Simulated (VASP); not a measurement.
# Os3RuC3 (Pm-3m) in VASP: notebook

The runs below take Os3RuC3 through single point, relaxation of cell and atoms, with PBE.

Everything below comes from runs of VASP 6.6.1. Logs are shortened: lines on timing, memory, paths and dates and some standing lists are left out, and cuts for length are marked.

## Step 1: The cell of the first run

The structure is cubic, space group Pm-3m (No. 221). The conventional cell has a = 4.249 Å, b = 4.249 Å, c = 4.249 Å, α = 90.00°, β = 90.00°, γ = 90.00°. Ru (site symmetry m-3m) has 6 C at 2.12 Å within 2.8 Å. Within 2.8 Å of Os (site symmetry 4/mmm) lie 4 C at 2.12 Å. C (site symmetry 4/mmm) has 2 Ru at 2.12 Å and 4 Os at 2.12 Å within 2.8 Å.

The cell was built from a structure type or drawn by symmetry, and may not be a known phase.

## Step 2: Single point, PBE

INCAR

```
SYSTEM = Os3RuC3
  PREC = Accurate
  ENCUT = 520
  EDIFF = 1E-6
  ISMEAR = 0
  SIGMA = 0.1
  LREAL = .FALSE.
  LASPH = .TRUE.
  NELM = 100
  ALGO = Normal
  ISIF = 2
  LWAVE = .FALSE.
  LCHARG = .TRUE.
  GGA = PE
  LELF = .TRUE.
  LVHAR = .TRUE.
  NBANDS = 34
```

KPOINTS

```
regular mesh
0
G
  4 4 4
  0 0 0
```

POSCAR

```
Os3RuC3
1.0
    4.2494245494      0.0000000000      0.0000000000
    0.0000000000      4.2494245494      0.0000000000
    0.0000000000      0.0000000000      4.2494245494
Ru Os C
1 3 3
Direct
    0.5000000000      0.5000000000      0.5000000000
    0.0000000000      0.5000000000      0.0000000000
    0.0000000000      0.0000000000      0.5000000000
    0.5000000000      0.0000000000      0.0000000000
    0.5000000000      0.0000000000      0.5000000000
    0.5000000000      0.5000000000      0.0000000000
    0.0000000000      0.5000000000      0.5000000000
```

Potentials or basis: VASP PAW PBE potentials, release 64 (Ru_pv, Os, C).

On the command line:

```sh
> cat potpaw_PBE.64/Ru_pv/POTCAR potpaw_PBE.64/Os/POTCAR potpaw_PBE.64/C/POTCAR > POTCAR
> mpirun -np 1 vasp_std > vasp.out
```

OUTCAR:

```text
SYSTEM = Os3RuC3
   PREC = Accurate
   ENCUT = 520
   EDIFF = 1E-6
   ISMEAR = 0
   LREAL = .FALSE.
   LASPH = .TRUE.
   NELM = 100
   ISIF = 2
   GGA = PE

 ion  position               nearest neighbor table
   1  0.500  0.500  0.500-   5 2.12   6 2.12   7 2.12   6 2.12   5 2.12   7 2.12   2 3.00   4 3.00
                             2 3.00   3 3.00   4 3.00   3 3.00   4 3.00   2 3.00   3 3.00   4 3.00
   2  0.000  0.500  0.000-   6 2.12   7 2.12   7 2.12   6 2.12   3 3.00   1 3.00   3 3.00   4 3.00
                             3 3.00   4 3.00   3 3.00   1 3.00   4 3.00   1 3.00   1 3.00   4 3.00
   3  0.000  0.000  0.500-   5 2.12   7 2.12   7 2.12   5 2.12   2 3.00   2 3.00   4 3.00   1 3.00
                             2 3.00   4 3.00   2 3.00   1 3.00   4 3.00   1 3.00   4 3.00   1 3.00
   4  0.500  0.000  0.000-   5 2.12   6 2.12   5 2.12   6 2.12   2 3.00   1 3.00   3 3.00   3 3.00
                             1 3.00   2 3.00   1 3.00   1 3.00   2 3.00   3 3.00   3 3.00   2 3.00
   5  0.500  0.000  0.500-   1 2.12   3 2.12   4 2.12   4 2.12   1 2.12   3 2.12
   6  0.500  0.500  0.000-   1 2.12   2 2.12   4 2.12   1 2.12   4 2.12   2 2.12
   7  0.000  0.500  0.500-   1 2.12   2 2.12   3 2.12   2 2.12   3 2.12   1 2.12

  LATTYP: Found a simple cubic cell.
 ALAT       =     4.2494245494

  Lattice vectors:

 A1 = (   4.2494245494,   0.0000000000,   0.0000000000)
 A2 = (   0.0000000000,   4.2494245494,   0.0000000000)
 A3 = (   0.0000000000,   0.0000000000,   4.2494245494)

Analysis of symmetry for initial positions (statically):
=====================================================================
 Subroutine PRICEL returns:
 Original cell was already a primitive cell.

 Routine SETGRP: Setting up the symmetry group for a
 simple cubic supercell.

 Subroutine GETGRP returns: Found 48 space group operations
 (whereof 48 operations were pure point group operations)
 out of a pool of 48 trial point group operations.

The static configuration has the point symmetry O_h .

Analysis of symmetry for dynamics (positions and initial velocities):
=====================================================================
 Subroutine PRICEL returns:
 Original cell was already a primitive cell.

 Routine SETGRP: Setting up the symmetry group for a
 simple cubic supercell.

 Subroutine GETGRP returns: Found 48 space group operations
 (whereof 48 operations were pure point group operations)
 out of a pool of 48 trial point group operations.

The dynamic configuration has the point symmetry O_h .

 Subroutine INISYM returns: Found 48 space group operations
 (whereof 48 operations are pure point group operations),
 and found     1 'primitive' translations

[... 97 lines left out ...]
   POTIM  = 0.5000    time-step for ionic-motion
   TEBEG  =    0.0;   TEEND  =   0.0 temperature during run
   PSTRESS=    0.0 pullay stress
   NELECT =      50.0000    total number of electrons
   NUPDOWN=      -1.0000    fix difference up-down
   EMIN   =  10.00;   EMAX   =-10.00  energy-range for DOS
   EFERMI =   0.00;   METHOD = LEGACY
   ISMEAR =     0;   SIGMA  =   0.10  broadening in eV -4-tet -1-fermi 0-gaus
   EFERMI_NEDOS =   21; number of points for ismear=-14 and -15
   IALGO  =     38    algorithm
   IMIX   =      4    mixing-type and parameters
     AMIX     =   0.40;   BMIX     =  1.00
     AMIX_MAG =   1.60;   BMIX_MAG =  1.00
  volume/ion in A,a.u.               =      10.96        73.98
  Fermi-wavevector in a.u.,A,eV,Ry     =   1.419280  2.682050 27.406968  2.014355
  Thomas-Fermi vector in A             =   2.540317
   LORBIT       =      0    0 simple, 1 ext, 2 COOP (PROOUT), +10 PAW based schemes
   GGA     = PE    functional components
   LHFCALC =     F    Hartree Fock is set to
   AEXX    =    0.0000 exact exchange contribution
   IVDW    =     0    specifies the selected vdW correction
   LEPSILON=     F    determine dielectric tensor
   LRPA    =     F    only Hartree local field effects (RPA)
 non-spin polarized calculation
 Gauss-broadening in eV      SIGMA  =   0.10
  energy-cutoff  :      520.00
  volume of cell :       76.73
 maximum number of plane-waves:      2103
 NGX is ok and might be reduce to    32
   NGX = 15   NGY = 15   NGZ = 15

 number of electron      49.9999998 magnetization

 Free energy of the ion-electron system (eV)
  ---------------------------------------------------
  ext. energy  EPLUGINS =         0.00000000
  ---------------------------------------------------
  free energy    TOTEN  =       -63.28341015 eV

  energy without entropy =      -63.22146400  energy(sigma->0) =      -63.25243708

 E-fermi :   9.7437     XC(G=0): -13.5674

 val. band max:        9.7297841776   @ k =   0.5000   0.2500   0.2500
 cond. band min:       9.7515928749   @ k =   0.2500   0.2500   0.2500
 fundamental gap:      0.0218086973
 Fermi energy:         9.7436945953

 k-point     1 :       0.0000    0.0000    0.0000
  band No.  band energies     occupation
      1     -33.5326      2.00000
      2     -33.5326      2.00000
      3     -33.5326      2.00000
      4      -5.5100      2.00000
      5      -3.7272      2.00000
      6      -3.7272      2.00000
[... 359 lines left out ...]
     33      16.5879      0.00000
     34      16.5880      0.00000

------------------------ aborting loop because EDIFF is reached ----------------------------------------

  FORCE on cell =-STRESS in cart. coord.  units (eV):
  Direction    XX          YY          ZZ          XY          YZ          ZX
  --------------------------------------------------------------------------------------
  -------------------------------------------------------------------------------------
  Total        0.5776382      0.5776382      0.5776382      0.0000000     -0.0000000      0.0000000
  in kB       12.0608005     12.0608005     12.0608005      0.0000000     -0.0000000      0.0000000
  external PRESSURE =      12.0608005 kB  Pullay stress =       0.0000000 kB

 VOLUME and BASIS-vectors are now :
 -----------------------------------------------------------------------------
  energy-cutoff  :      520.00
  volume of cell :       76.73
      direct lattice vectors                 reciprocal lattice vectors
     4.249424549  0.000000000  0.000000000     0.235325981  0.000000000  0.000000000
     0.000000000  4.249424549  0.000000000     0.000000000  0.235325981  0.000000000
     0.000000000  0.000000000  4.249424549     0.000000000  0.000000000  0.235325981

 POSITION                                       TOTAL-FORCE (eV/Angst)
 -----------------------------------------------------------------------------------
      2.12471      2.12471      2.12471         0.000000      0.000000      0.000000
      0.00000      2.12471      0.00000         0.000000      0.000000      0.000000
      0.00000      0.00000      2.12471         0.000000      0.000000      0.000000
      2.12471      0.00000      0.00000         0.000000      0.000000      0.000000
      2.12471      0.00000      2.12471         0.000000      0.000000      0.000000
      2.12471      2.12471      0.00000         0.000000      0.000000      0.000000
      0.00000      2.12471      2.12471         0.000000      0.000000      0.000000
 -----------------------------------------------------------------------------------
    total drift:                                0.000000      0.000000     -0.000000

  FREE ENERGIE OF THE ION-ELECTRON SYSTEM (eV)
  ---------------------------------------------------
  free  energy   TOTEN  =       -63.2834101500 eV

  energy  without entropy=      -63.2214640026  energy(sigma->0) =      -63.25243708
```

OSZICAR:

```text
N       E                     dE             d eps       ncg     rms          rms(c)
DAV:   1     0.423674601126E+03    0.42367E+03   -0.26039E+04   696   0.146E+03
DAV:   2    -0.349394104939E+02   -0.45861E+03   -0.43957E+03   680   0.474E+02
DAV:   3    -0.706792086859E+02   -0.35740E+02   -0.33275E+02   918   0.105E+02
DAV:   4    -0.724710422031E+02   -0.17918E+01   -0.17425E+01   840   0.239E+01
DAV:   5    -0.725149581579E+02   -0.43916E-01   -0.43818E-01   886   0.354E+00    0.539E+01
DAV:   6    -0.656978767696E+02    0.68171E+01   -0.49289E+01   972   0.393E+01    0.185E+01
DAV:   7    -0.683339740759E+02   -0.26361E+01   -0.37921E+01   896   0.372E+01    0.309E+01
DAV:   8    -0.636495342976E+02    0.46844E+01   -0.66913E+00   798   0.256E+01    0.114E+01
DAV:   9    -0.635529527859E+02    0.96582E-01   -0.26566E+00   942   0.102E+01    0.721E+00
DAV:  10    -0.633057753234E+02    0.24718E+00   -0.15022E+00   784   0.613E+00    0.160E+00
DAV:  11    -0.632903108550E+02    0.15464E-01   -0.15343E-02   766   0.942E-01    0.996E-01
DAV:  12    -0.632870891019E+02    0.32218E-02   -0.29556E-03   858   0.290E-01    0.690E-01
DAV:  13    -0.632836334537E+02    0.34556E-02   -0.21230E-03   912   0.350E-01    0.215E-01
DAV:  14    -0.632835831184E+02    0.50335E-04   -0.18917E-04   786   0.962E-02    0.163E-01
DAV:  15    -0.632834208506E+02    0.16227E-03   -0.10071E-04   920   0.805E-02    0.463E-02
DAV:  16    -0.632834098465E+02    0.11004E-04   -0.14413E-05   854   0.246E-02    0.140E-02
DAV:  17    -0.632834101500E+02   -0.30344E-06   -0.61178E-07   416   0.628E-03
   1 F= -.63283410E+02 E0= -.63252437E+02  d E =-.619461E-01
```

Run time: 44 s. Hardware: 1 thread of Intel Xeon 8259CL, shared host; peak memory 0.19 GiB.

Results:

| Property | Result |
| --- | --- |
| Free energy | -63.2834 eV |
| Pressure | 1.2 GPa |
| Band gap on the k mesh | zero (bands 25 and 26 overlap by 0.44 eV) |

Caveat: the k points lie up to 0.37 Å⁻¹ apart; spin-orbit coupling is left out, which moves the levels of the heavy elements.

[end of part 1 of 2]
